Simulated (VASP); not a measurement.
# Rh (I4/mmm) in VASP: single point with PBEsol

Aim: the single point of Rh with PBEsol.

All numbers are computed with VASP 6.6.1; they aren't measurements. Logs are shortened: lines on timing, memory, paths and dates and some standing lists are left out, and cuts for length are marked.

**1. The cell of the first run**

Symmetry: I4/mmm, No. 139, tetragonal system. The conventional cell has a = 2.709 Å, b = 2.709 Å, c = 3.679 Å, α = 90.00°, β = 90.00°, γ = 90.00°. Within 3.5 Å of Rh (site symmetry 4/mmm) lie 12 Rh at 2.66 to 2.71 Å.

**2. Single point, PBEsol**

File INCAR:

```
SYSTEM = Rh
  PREC = Accurate
  ENCUT = 520
  EDIFF = 1E-6
  ISMEAR = 0
  SIGMA = 0.15
  LREAL = .False.
  LASPH = .True.
  NELM = 80
  ALGO = Fast
  ISIF = 2
  LWAVE = .False.
  LCHARG = .False.
  GGA = PS
  NBANDS = 14
```

File KPOINTS:

```
regular mesh
0
Gamma
  30 30 30
  0 0 0
```

File POSCAR:

```
Rh
1.0
    0.0000000000      1.9158901621      1.8392545556
    1.9158901621      0.0000000000      1.8392545556
    1.9158901621      1.9158901621      0.0000000000
Rh
1
Direct
    0.0000000000      0.0000000000      0.0000000000
```

Potentials or basis: VASP PAW PBE potentials, release 64 (Rh_pv).

On the command line:

```
$ cat potpaw_PBE.64/Rh_pv/POTCAR > POTCAR
$ mpirun -np 1 vasp_std > vasp.out
```

OUTCAR:

```text
SYSTEM = Rh
   PREC = Accurate
   ENCUT = 520
   EDIFF = 1E-6
   ISMEAR = 0
   LREAL = .False.
   LASPH = .True.
   NELM = 80
   ISIF = 2
   GGA = PS

 ion  position               nearest neighbor table
   1  0.000  0.000  0.000-

  LATTYP: Found a body centered tetragonal cell.
 ALAT       =     2.7094778513
 C/A-ratio  =     1.3576450199

  Lattice vectors:

 A1 = (   0.0000000000,  -1.9158901621,  -1.8392545556)
 A2 = (   0.0000000000,   1.9158901621,  -1.8392545556)
 A3 = (   1.9158901621,   0.0000000000,   1.8392545556)

Analysis of symmetry for initial positions (statically):
=====================================================================
 Subroutine PRICEL returns:
 Original cell was already a primitive cell.

 Routine SETGRP: Setting up the symmetry group for a
 body centered tetragonal supercell.

 Subroutine GETGRP returns: Found 16 space group operations
 (whereof 16 operations were pure point group operations)
 out of a pool of 16 trial point group operations.

The static configuration has the point symmetry D_4h.

Analysis of symmetry for dynamics (positions and initial velocities):
=====================================================================
 Subroutine PRICEL returns:
 Original cell was already a primitive cell.

 Routine SETGRP: Setting up the symmetry group for a
 body centered tetragonal supercell.

 Subroutine GETGRP returns: Found 16 space group operations
 (whereof 16 operations were pure point group operations)
 out of a pool of 16 trial point group operations.

The dynamic configuration has the point symmetry D_4h.

 Subroutine INISYM returns: Found 16 space group operations
 (whereof 16 operations are pure point group operations),
 and found     1 'primitive' translations

----------------------------------------------------------------------------------------

                                     Primitive cell

  volume of cell :      13.5025

  direct lattice vectors                    reciprocal lattice vectors
     0.000000000  1.915890162  1.839254556    -0.260975295  0.260975295  0.271849265
     1.915890162  0.000000000  1.839254556     0.260975295 -0.260975295  0.271849265
     1.915890162  1.915890162  0.000000000     0.260975295  0.260975295 -0.271849265

  length of vectors
     2.655841191  2.655841191  2.709477851     0.458386553  0.458386553  0.458386553

  position of ions in fractional coordinates (direct lattice)
     0.000000000  0.000000000  0.000000000

  ion indices of the primitive-cell ions
   primitive index   ion index
                 1           1

----------------------------------------------------------------------------------------

 KPOINTS: regular mesh

Automatic generation of k-mesh.
 Grid dimensions read from file:
 generate k-points for:   30   30   30

 Generating k-lattice:

  Cartesian coordinates                     Fractional coordinates (reciprocal lattice)
    -0.008699176  0.008699176  0.009061642     0.033333333  0.000000000  0.000000000
     0.008699176 -0.008699176  0.009061642     0.000000000  0.033333333  0.000000000
     0.008699176  0.008699176 -0.009061642     0.000000000  0.000000000  0.033333333

  Length of vectors
     0.015279552  0.015279552  0.015279552

  Shift w.r.t. Gamma in fractional coordinates (k-lattice)
     0.000000000  0.000000000  0.000000000

 Subroutine IBZKPT returns following result:
 ===========================================

 Found   1992 irreducible k-points:

 Following reciprocal coordinates:
            Coordinates               Weight
  0.000000  0.000000  0.000000      1.000000
  0.033333 -0.000000  0.000000      8.000000
  0.066667 -0.000000  0.000000      8.000000
  0.100000  0.000000  0.000000      8.000000
  0.133333 -0.000000  0.000000      8.000000
  0.166667  0.000000  0.000000      8.000000
[... 16 lines left out ...]
  0.233333  0.033333  0.000000      8.000000
  0.266667  0.033333  0.000000      8.000000
 [... further k-points ...]
   k-points           NKPTS =   1992   k-points in BZ     NKDIM =   1992   number of bands    NBANDS=     14
   number of dos      NEDOS =    301   number of ions     NIONS =      1
   total plane-waves  NPLWV =   8000
   dimension x,y,z NGX =    20 NGY =   20 NGZ =   20
   dimension x,y,z NGXF=    40 NGYF=   40 NGZF=   40
   ions per type =               1
   NGX,Y,Z   is equivalent  to a cutoff of  12.52, 12.52, 12.27 a.u.
   NGXF,Y,Z  is equivalent  to a cutoff of  25.04, 25.04, 24.54 a.u.
 SYSTEM =  Rh
   PREC   = accura    normal or accurate (medium, high low for compatibility)
   ISTART =      0    job   : 0-new  1-cont  2-samecut
   ICHARG =      2    charge: 1-file 2-atom 10-const
   ISPIN  =      1    spin polarized calculation?
   LNONCOLLINEAR =      F non collinear calculations
   LSORBIT =      F    spin-orbit coupling
   LASPH  =      T    aspherical Exc in radial PAW
   ENCUT  =  520.0 eV  38.22 Ry    6.18 a.u.   4.94  4.94  5.04*2*pi/ulx,y,z
   NELM   =     80;   NELMIN=  2; NELMDL= -5     # of ELM steps
   EDIFF  = 0.1E-05   stopping-criterion for ELM
   LREAL  =      F    real-space projection
   EDIFFG = 0.1E-04   stopping-criterion for IOM
   NSW    =      0    number of steps for IOM
   IBRION =     -1    ionic relax: 0-MD 1-quasi-New 2-CG
   NFREE  =      0    steps in history (QN), initial steepest desc. (CG)
   ISIF   =      2    stress and relaxation
   ISYM   =      2    0-nonsym 1-usesym 2-fastsym
   POTIM  = 0.5000    time-step for ionic-motion
   TEBEG  =    0.0;   TEEND  =   0.0 temperature during run
   PSTRESS=    0.0 pullay stress
   NELECT =      15.0000    total number of electrons
   NUPDOWN=      -1.0000    fix difference up-down
   EMIN   =  10.00;   EMAX   =-10.00  energy-range for DOS
   EFERMI =   0.00;   METHOD = LEGACY
   ISMEAR =     0;   SIGMA  =   0.15  broadening in eV -4-tet -1-fermi 0-gaus
   EFERMI_NEDOS =   21; number of points for ismear=-14 and -15
   IALGO  =     68    algorithm
   IMIX   =      4    mixing-type and parameters
     AMIX     =   0.40;   BMIX     =  1.00
     AMIX_MAG =   1.60;   BMIX_MAG =  1.00
  volume/ion in A,a.u.               =      13.50        91.12
  Fermi-wavevector in a.u.,A,eV,Ry     =   1.695512  3.204053 39.113503  2.874761
  Thomas-Fermi vector in A             =   2.776543
   LORBIT       =      0    0 simple, 1 ext, 2 COOP (PROOUT), +10 PAW based schemes
   GGA     = PS    functional components
   LHFCALC =     F    Hartree Fock is set to
   AEXX    =    0.0000 exact exchange contribution
   IVDW    =     0    specifies the selected vdW correction
   LEPSILON=     F    determine dielectric tensor
   LRPA    =     F    only Hartree local field effects (RPA)
 non-spin polarized calculation
 RMM-DIIS sequential band-by-band and
 Gauss-broadening in eV      SIGMA  =   0.15
  energy-cutoff  :      520.00
  volume of cell :       13.50
 maximum number of plane-waves:       376
   NGX =  9   NGY =  9   NGZ =  9

 number of electron      15.0000007 magnetization

 Free energy of the ion-electron system (eV)
  ---------------------------------------------------
  ext. energy  EPLUGINS =         0.00000000
  ---------------------------------------------------
  free energy    TOTEN  =        -8.13323684 eV

  energy without entropy =       -8.11930508  energy(sigma->0) =       -8.12627096

 E-fermi :  12.0831     XC(G=0): -14.3348

 val. band max:       12.0815839423   @ k =   0.3333   0.0333   0.1000
 cond. band min:      12.0836618222   @ k =  -0.3667   0.0333   0.2000
 fundamental gap:      0.0020778800
 Fermi energy:        12.0830990773

 k-point     1 :       0.0000    0.0000    0.0000
  band No.  band energies     occupation
      1     -34.2824      2.00000
      2     -34.2824      2.00000
      3     -34.2574      2.00000
      4       3.9016      2.00000
      5       8.7703      2.00000
      6       8.7703      2.00000
      7       9.2071      2.00000
      8      10.8007      2.00000
      9      11.3362      2.00000
     10      28.0390      0.00000
     11      32.4066      0.00000
     12      33.1312      0.00000
     13      33.1312      0.00000
     14      34.4713      0.00000

 k-point     2 :       0.0333   -0.0000    0.0000
  band No.  band energies     occupation
      1     -34.2889      2.00000
      2     -34.2839      2.00000
      3     -34.2608      2.00000
      4       3.9477      2.00000
      5       8.7641      2.00000
      6       8.7887      2.00000
      7       9.2100      2.00000
      8      10.7924      2.00000
      9      11.3229      2.00000
     10      28.1077      0.00000
     11      32.4056      0.00000
     12      32.9831      0.00000
     13      33.1988      0.00000
     14      34.4055      0.00000

 k-point     3 :       0.0667   -0.0000    0.0000
  band No.  band energies     occupation
      1     -34.3119      2.00000
      2     -34.2882      2.00000
      3     -34.2669      2.00000
      4       4.0839      2.00000
      5       8.7388      2.00000
      6       8.8412      2.00000
      7       9.2273      2.00000
      8      10.7710      2.00000
      9      11.2861      2.00000
     10      28.3066      0.00000
     11      32.3867      0.00000
     12      32.4911      0.00000
     13      33.3997      0.00000
     14      34.4191      0.00000

 k-point     4 :       0.1000    0.0000    0.0000
  band No.  band energies     occupation
      1     -34.3527      2.00000
      2     -34.2951      2.00000
      3     -34.2730      2.00000
      4       4.3037      2.00000
      5       8.6852      2.00000
      6       8.9187      2.00000
      7       9.2729      2.00000
      8      10.7473      2.00000
      9      11.2343      2.00000
     10      28.6121      0.00000
     11      31.6698      0.00000
     12      32.4107      0.00000
     13      33.7272      0.00000
     14      34.6527      0.00000

 k-point     5 :       0.1333   -0.0000    0.0000
  band No.  band energies     occupation
      1     -34.4085      2.00000
      2     -34.3043      2.00000
      3     -34.2797      2.00000
      4       4.5943      2.00000
      5       8.6126      2.00000
      6       9.0046      2.00000
      7       9.3450      2.00000
      8      10.7400      2.00000
      9      11.1823      2.00000
     10      28.9802      0.00000
     11      30.7522      0.00000
[... 276 lines left out ...]
 k-point    22 :       0.2000    0.0333    0.0000
  band No.  band energies     occupation
      1     -34.5303      2.00000
      2     -34.3328      2.00000
      3     -34.2925      2.00000
      4       5.2213      2.00000
      5       8.5363      2.00000
      6       9.1334      2.00000
      7       9.4362      2.00000
      8      10.9927      2.00000
      9      11.0058      2.00000
     10      29.0852      0.00000
     11      29.6443      0.00000
     12      32.4085      0.00000
     13      34.7226      0.00000
     14      36.0645      0.00000

 k-point    23 :       0.2333    0.0333    0.0000
  band No.  band energies     occupation
      1     -34.6100      2.00000
      2     -34.3465      2.00000
      3     -34.3004      2.00000
      4       5.5524      2.00000
      5       8.5777      2.00000
      6       9.1343      2.00000
      7       9.4883      2.00000
      8      11.0609      2.00000
      9      11.1584      2.00000
     10      28.1121      0.00000
     11      29.7620      0.00000
     12      32.4082      0.00000
     13      35.2234      0.00000
     14      36.7426      0.00000

 k-point    24 :       0.2667    0.0333    0.0000
  band No.  band energies     occupation
      1     -34.6917      2.00000
      2     -34.3603      2.00000
      3     -34.3090      2.00000
      4       5.8047      2.00000
      5       8.7713      2.00000
      6       9.0927      2.00000
      7       9.4835      2.00000
      8      11.2056      2.00000
      9      11.3850      2.00000
     10      27.0994      0.00000
     11      29.6640      0.00000
     12      32.4082      0.00000
     13      35.5959      0.00000
     14      37.4205      0.00000

 [... further k-points ...]
[... 5 lines left out ...]
  --------------------------------------------------------------------------------------
  -------------------------------------------------------------------------------------
  Total       -0.2758390     -0.2758390      0.5875966      0.0000000      0.0000000      0.0000000
  in kB      -32.7305481    -32.7305481     69.7231141      0.0000000      0.0000000      0.0000000
  external PRESSURE =       1.4206726 kB  Pullay stress =       0.0000000 kB

 VOLUME and BASIS-vectors are now :
 -----------------------------------------------------------------------------
  energy-cutoff  :      520.00
  volume of cell :       13.50
      direct lattice vectors                 reciprocal lattice vectors
     0.000000000  1.915890162  1.839254556    -0.260975295  0.260975295  0.271849265
     1.915890162  0.000000000  1.839254556     0.260975295 -0.260975295  0.271849265
     1.915890162  1.915890162  0.000000000     0.260975295  0.260975295 -0.271849265

 POSITION                                       TOTAL-FORCE (eV/Angst)
 -----------------------------------------------------------------------------------
      0.00000      0.00000      0.00000         0.000000      0.000000      0.000000
 -----------------------------------------------------------------------------------
    total drift:                                0.000000     -0.000000      0.000000

  FREE ENERGIE OF THE ION-ELECTRON SYSTEM (eV)
  ---------------------------------------------------
  free  energy   TOTEN  =        -8.1332368406 eV

  energy  without entropy=       -8.1193050751  energy(sigma->0) =       -8.12627096
```

Run time: 3.4 min. Hardware: 1 thread of Intel Xeon 6975P-C, shared host; peak memory 0.43 GiB.

Results:

```yaml
Free_energy: -8.1332 eV
Pressure: 0.1 GPa
```

Caveat: the PAW data sets were made with another functional, which shifts forces and pressure a little.
